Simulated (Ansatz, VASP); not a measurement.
AlPt in VASP and in Ansatz

```
CELL_PARAMETERS angstrom
3.03512 0.00000 0.00000
0.00000 3.03512 0.00000
0.00000 0.00000 3.03512
ATOMIC_POSITIONS crystal
Al 0.00000 0.00000 0.00000
Pt 0.50000 0.50000 0.50000
```

Alike in both runs: task single point; functional r2SCAN; k mesh 14 × 14 × 14; occupations gaussian, width 0.1 eV; no spin polarisation.

|  | VASP | Ansatz |
| --- | --- | --- |
| version | VASP 6.6.1 | Ansatz 0.2.0 |
| potentials or method | VASP PAW PBE potentials, release 64 (Al, Pt), cutoff 520 eV | scalar-relativistic, plane waves, PAW |
| valence electrons in the cell | 13 | 21 |

```csv
,VASP,Ansatz,Ansatz less VASP
gap on the k mesh at the Fermi level (eV),none,none,-
pressure (GPa),6.5,6.6,+0.12
```

VASP's potentials were made for PBE, not for r2SCAN. A gap of «none» marks a metal or a gap that the smearing closes. With one functional, cell and mesh, what is left measures potentials, basis and numerics. VASP's potentials hold 13 valence electrons a cell and Ansatz's 21, so a difference there can come from the potentials and not from the codes.

Neither program's run includes spin-orbit coupling.
